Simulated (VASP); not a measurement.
# Sn (Im-3m) in VASP: elastic constants with LDA

Aim: the elastic constants of Sn with LDA.

Everything below comes from runs of VASP 6.6.1. Logs are shortened: lines on timing, memory, paths and dates and some standing lists are left out, and cuts for length are marked.

**1. The cell of the first run**

The structure is cubic, space group Im-3m (No. 229). Conventional cell: a = 3.711 Å, b = 3.711 Å, c = 3.711 Å, α = 90.00°, β = 90.00°, γ = 90.00°. Within 4.2 Å of Sn (site symmetry m-3m) lie 14 Sn at 3.21 to 3.71 Å.

This isn't the form of Sn at room conditions, which is tetragonal (white tin).

**2. Elastic constants, LDA**

Contents of INCAR:

```
SYSTEM = Sn
PREC = Accurate
ENCUT = 600
EDIFF = 1E-8
ISMEAR = -1
SIGMA = 0.1
LREAL = .FALSE.
LASPH = .TRUE.
NELM = 80
ALGO = Normal
ISIF = 3
LWAVE = .FALSE.
LCHARG = .FALSE.
GGA = CA
IBRION = 6
NFREE = 2
POTIM = 0.015
NSW = 1
```

Contents of KPOINTS:

```
Automatic mesh
0
G
  16 16 16
  0 0 0
```

Contents of POSCAR:

```
Sn
1.0
   -1.8553352404      1.8553352404      1.8553352404
    1.8553352404     -1.8553352404      1.8553352404
    1.8553352404      1.8553352404     -1.8553352404
Sn
1
Direct
    0.0000000000      0.0000000000      0.0000000000
```

Potentials or basis: VASP PAW LDA potentials, release 64 (Sn_d).

Launch:

```
cat potpaw_LDA.64/Sn_d/POTCAR > POTCAR
mpirun -np 1 vasp_std > vasp.out
```

OUTCAR:

```text
SYSTEM = Sn
   PREC = Accurate
   ENCUT = 600
   EDIFF = 1E-8
   ISMEAR = -1
   LREAL = .FALSE.
   LASPH = .TRUE.
   NELM = 80
   ISIF = 3
   GGA = CA
   IBRION = 6
   NFREE = 2
   POTIM = 0.015
   NSW = 1

 ion  position               nearest neighbor table
   1  0.000  0.000  0.000-

  LATTYP: Found a body centered cubic cell.
 ALAT       =     3.7106704808

  Lattice vectors:

 A1 = (  -1.8553352404,   1.8553352404,   1.8553352404)
 A2 = (   1.8553352404,  -1.8553352404,   1.8553352404)
 A3 = (   1.8553352404,   1.8553352404,  -1.8553352404)

Analysis of symmetry for initial positions (statically):
=====================================================================
 Subroutine PRICEL returns:
 Original cell was already a primitive cell.

 Routine SETGRP: Setting up the symmetry group for a
 body centered cubic supercell.

 Subroutine GETGRP returns: Found 48 space group operations
 (whereof 48 operations were pure point group operations)
 out of a pool of 48 trial point group operations.

The static configuration has the point symmetry O_h .

Analysis of symmetry for dynamics (positions and initial velocities):
=====================================================================
 Subroutine PRICEL returns:
 Original cell was already a primitive cell.

 Routine SETGRP: Setting up the symmetry group for a
 body centered cubic supercell.

 Subroutine GETGRP returns: Found 48 space group operations
 (whereof 48 operations were pure point group operations)
 out of a pool of 48 trial point group operations.

The dynamic configuration has the point symmetry O_h .

 Subroutine INISYM returns: Found 48 space group operations
 (whereof 48 operations are pure point group operations),
 and found     1 'primitive' translations

----------------------------------------------------------------------------------------

                                     Primitive cell

  volume of cell :      25.5463

  direct lattice vectors                    reciprocal lattice vectors
    -1.855335240  1.855335240  1.855335240     0.000000000  0.269493075  0.269493075
     1.855335240 -1.855335240  1.855335240     0.269493075  0.000000000  0.269493075
     1.855335240  1.855335240 -1.855335240     0.269493075  0.269493075  0.000000000

  length of vectors
     3.213534901  3.213534901  3.213534901     0.381120762  0.381120762  0.381120762

  position of ions in fractional coordinates (direct lattice)
     0.000000000  0.000000000  0.000000000

  ion indices of the primitive-cell ions
   primitive index   ion index
                 1           1

----------------------------------------------------------------------------------------

 KPOINTS: Automatic mesh

Automatic generation of k-mesh.
 Grid dimensions read from file:
 generate k-points for:   16   16   16

 Generating k-lattice:

  Cartesian coordinates                     Fractional coordinates (reciprocal lattice)
     0.000000000  0.016843317  0.016843317     0.062500000  0.000000000  0.000000000
     0.016843317  0.000000000  0.016843317     0.000000000  0.062500000  0.000000000
     0.016843317  0.016843317  0.000000000     0.000000000  0.000000000  0.062500000

  Length of vectors
     0.023820048  0.023820048  0.023820048

  Shift w.r.t. Gamma in fractional coordinates (k-lattice)
     0.000000000  0.000000000  0.000000000

 Subroutine IBZKPT returns following result:
 ===========================================

 Found    145 irreducible k-points:

 Following reciprocal coordinates:
            Coordinates               Weight
  0.000000  0.000000  0.000000      1.000000
  0.062500  0.000000  0.000000     12.000000
  0.125000  0.000000  0.000000     12.000000
  0.187500  0.000000  0.000000     12.000000
  0.250000  0.000000  0.000000     12.000000
  0.312500  0.000000  0.000000     12.000000
[... 16 lines left out ...]
  0.187500  0.187500  0.000000     24.000000
  0.250000  0.187500  0.000000     48.000000
[... 19 lines left out ...]
   EDIFF  = 0.1E-07   stopping-criterion for ELM
   LREAL  =      F    real-space projection
   EDIFFG = 0.1E-06   stopping-criterion for IOM
   NSW    =     49    number of steps for IOM
   IBRION =      6    ionic relax: 0-MD 1-quasi-New 2-CG
   NFREE  =      2    steps in history (QN), initial steepest desc. (CG)
   ISIF   =      3    stress and relaxation
   ISYM   =      2    0-nonsym 1-usesym 2-fastsym
   POTIM  = 0.0150    time-step for ionic-motion
   TEBEG  =    0.0;   TEEND  =   0.0 temperature during run
   PSTRESS=    0.0 pullay stress
   NELECT =      14.0000    total number of electrons
   NUPDOWN=      -1.0000    fix difference up-down
   EMIN   =  10.00;   EMAX   =-10.00  energy-range for DOS
   EFERMI =   0.00;   METHOD = LEGACY
   ISMEAR =    -1;   SIGMA  =   0.10  broadening in eV -4-tet -1-fermi 0-gaus
   EFERMI_NEDOS =   21; number of points for ismear=-14 and -15
   IALGO  =     38    algorithm
   IMIX   =      4    mixing-type and parameters
     AMIX     =   0.40;   BMIX     =  1.00
     AMIX_MAG =   1.60;   BMIX_MAG =  1.00
  volume/ion in A,a.u.               =      25.55       172.39
  Fermi-wavevector in a.u.,A,eV,Ry     =   1.339703  2.531671 24.419784  1.794803
  Thomas-Fermi vector in A             =   2.468074
   LORBIT       =      0    0 simple, 1 ext, 2 COOP (PROOUT), +10 PAW based schemes
   GGA     = CA    functional components
   LHFCALC =     F    Hartree Fock is set to
   AEXX    =    0.0000 exact exchange contribution
   IVDW    =     0    specifies the selected vdW correction
   LEPSILON=     F    determine dielectric tensor
   LRPA    =     F    only Hartree local field effects (RPA)
 finite differences with symmetry
 non-spin polarized calculation
  energy-cutoff  :      600.00
  volume of cell :       25.55
 maximum number of plane-waves:       887
 NGX is ok and might be reduce to    28
   NGX = 13   NGY = 13   NGZ = 13

--------------------------------------- Ionic step        1  -------------------------------------------

 number of electron      14.0000006 magnetization

 Free energy of the ion-electron system (eV)
  ---------------------------------------------------
  ext. energy  EPLUGINS =         0.00000000
  ---------------------------------------------------
  free energy    TOTEN  =        -4.44802616 eV

  energy without entropy =       -4.42702461  energy(sigma->0) =       -4.43752538

------------------------ aborting loop because EDIFF is reached ----------------------------------------

  FORCE on cell =-STRESS in cart. coord.  units (eV):
  Direction    XX          YY          ZZ          XY          YZ          ZX
  --------------------------------------------------------------------------------------
  -------------------------------------------------------------------------------------
  Total        0.0076342      0.0076342      0.0076342     -0.0000000     -0.0000000     -0.0000000
  in kB        0.4787901      0.4787901      0.4787901     -0.0000000     -0.0000000     -0.0000000
  external PRESSURE =       0.4787901 kB  Pullay stress =       0.0000000 kB
[... 86 lines left out ...]
  FREE ENERGIE OF THE ION-ELECTRON SYSTEM (eV)
  ---------------------------------------------------
  free  energy   TOTEN  =        -4.4470812053 eV

  energy  without entropy=       -4.4261364044  energy(sigma->0) =       -4.43660880

[... ionic steps 4 to 12 ...]

--------------------------------------- Ionic step       13  -------------------------------------------

 number of electron      14.0000004 magnetization

------------------------ aborting loop because EDIFF is reached ----------------------------------------
[... 65 lines left out ...]
--------------------------------------- Ionic step       15  -------------------------------------------

 number of electron      14.0000002 magnetization

 Free energy of the ion-electron system (eV)
  ---------------------------------------------------
  ext. energy  EPLUGINS =         0.00000000
  ---------------------------------------------------
  free energy    TOTEN  =        -4.44802230 eV

  energy without entropy =       -4.42702073  energy(sigma->0) =       -4.43752151

 E-fermi :   8.5486     XC(G=0): -10.8992

 val. band max:        8.5485338803   @ k =   0.2500   0.1875   0.1250
 cond. band min:       8.6185899818   @ k =  -0.4375   0.5000   0.2500
 fundamental gap:      0.0700561016
 Fermi energy:         8.5486370451

 k-point     1 :       0.0000    0.0000    0.0000
  band No.  band energies     occupation
      1     -12.9048      2.00000
      2     -12.9048      2.00000
      3     -12.9048      2.00000
      4     -12.7346      2.00000
      5     -12.7346      2.00000
      6      -2.9757      2.00000
      7      17.0083      0.00000
      8      17.0083      0.00000
      9      17.0083      0.00000
     10      20.9250      0.00000
     11      20.9250      0.00000
[... 309 lines left out ...]
 k-point    24 :       0.2500    0.1875    0.0000
  band No.  band energies     occupation
      1     -12.9271      2.00000
      2     -12.8610      2.00000
      3     -12.7613      2.00000
      4     -12.7511      2.00000
      5     -12.6948      2.00000
      6       0.3278      2.00000
      7       7.5907      1.99986
      8       9.7691      0.00001
      9      13.5502      0.00000
     10      18.8446      0.00000
     11      19.9926      0.00000

 [... further k-points ...]
[... 5 lines left out ...]
  --------------------------------------------------------------------------------------
  -------------------------------------------------------------------------------------
  Total        0.0089312      0.0089312      0.0089312     -0.0000000      0.0000000     -0.0000000
  in kB        0.5601351      0.5601351      0.5601351     -0.0000000      0.0000000     -0.0000000
  external PRESSURE =       0.5601351 kB  Pullay stress =       0.0000000 kB
[... 16 lines left out ...]
  FREE ENERGIE OF THE ION-ELECTRON SYSTEM (eV)
  ---------------------------------------------------
  free  energy   TOTEN  =        -4.4480223009 eV

  energy  without entropy=       -4.4270207288  energy(sigma->0) =       -4.43752151

 INTERNAL STRAIN TENSORS FROM STRAINED CELLS
 ============================================

 INTERNAL STRAIN TENSOR FOR ION    1 for displacements in x,y,z  (eV/Angst):
          X           Y           Z          XY          YZ          ZX
  --------------------------------------------------------------------------------
  x    -0.00000     0.00000     0.00000    -0.00000     0.00000    -0.00000
  y     0.00000    -0.00000    -0.00000    -0.00000    -0.00000     0.00000
  z    -0.00000    -0.00000     0.00000     0.00000     0.00000     0.00000

 INTERNAL STRAIN TENSORS FROM DISPLACED ATOMS
 ============================================

 INTERNAL STRAIN TENSOR FOR ION    1 for displacements in x,y,z  (eV/Angst):
          X           Y           Z          XY          YZ          ZX
  --------------------------------------------------------------------------------
  x     0.00000     0.00000     0.00000     0.00000     0.00000     0.00000
  y     0.00000     0.00000     0.00000     0.00000     0.00000     0.00000
  z     0.00000     0.00000     0.00000     0.00000     0.00000     0.00000

 Eigenvectors and eigenvalues of the dynamical matrix
 ----------------------------------------------------

   1 f/i=    0.000000 THz     0.000000 2PiTHz    0.000000 cm-1     0.000000 meV
             X         Y         Z           dx          dy          dz
      0.000000  0.000000  0.000000    -0.278810   -0.960346    0.000000

   2 f/i=    0.000000 THz     0.000000 2PiTHz    0.000000 cm-1     0.000000 meV
             X         Y         Z           dx          dy          dz
      0.000000  0.000000  0.000000     0.960346   -0.278810    0.000000

   3 f/i=    0.000000 THz     0.000000 2PiTHz    0.000000 cm-1     0.000000 meV
             X         Y         Z           dx          dy          dz
      0.000000  0.000000  0.000000     0.000000    0.000000    1.000000

--------------------------------------------------------------------------------------------------------

 ELASTIC MODULI CONTR FROM IONIC RELAXATION (kBar)
 Direction    XX          YY          ZZ          XY          YZ          ZX
 --------------------------------------------------------------------------------
 XX           0.0000      0.0000      0.0000      0.0000      0.0000      0.0000
 YY           0.0000      0.0000      0.0000      0.0000      0.0000      0.0000
 ZZ           0.0000      0.0000      0.0000      0.0000      0.0000      0.0000
 XY           0.0000      0.0000      0.0000      0.0000      0.0000      0.0000
 YZ           0.0000      0.0000      0.0000      0.0000      0.0000      0.0000
 ZX           0.0000      0.0000      0.0000      0.0000      0.0000      0.0000
 --------------------------------------------------------------------------------

 TOTAL ELASTIC MODULI (kBar)
 Direction    XX          YY          ZZ          XY          YZ          ZX
 --------------------------------------------------------------------------------
 XX         443.1426    666.0822    666.0822     -0.0000      0.0000     -0.0000
 YY         666.0822    443.1426    666.0822      0.0000      0.0000      0.0000
 ZZ         666.0822    666.0822    443.1426      0.0000      0.0000      0.0000
 XY          -0.0000      0.0000      0.0000    113.1374      0.0000      0.0000
 YZ           0.0000      0.0000      0.0000      0.0000    113.1374      0.0000
 ZX          -0.0000      0.0000      0.0000      0.0000      0.0000    113.1374
 --------------------------------------------------------------------------------
```

It took 14 min on 1 thread of Intel Xeon 6975P-C (Granite Rapids), shared host; peak memory 0.7 GiB.

Results:

```yaml
Elastic_constants_C11_C12_C44: 44, 67, 11 GPa
Voigt_bulk_modulus: 59 GPa
```

Elastic tensor in Voigt notation (GPa, in the Cartesian axes of the cell as first typed):
```
44 67 67  0  0  0
67 44 67  0  0  0
67 67 44  0  0  0
 0  0  0 11  0  0
 0  0  0  0 11  0
 0  0  0  0  0 11
```

Clamped-ion elastic tensor (GPa):
```
44 67 67  0  0  0
67 44 67  0  0  0
67 67 44  0  0  0
 0  0  0 11  0  0
 0  0  0  0 11  0
 0  0  0  0  0 11
```

Caveat: the elastic tensor has a negative eigenvalue, so either the cell is unstable as it stands or the mesh is too thin; spin-orbit coupling is left out, which moves the levels of the heavy elements.
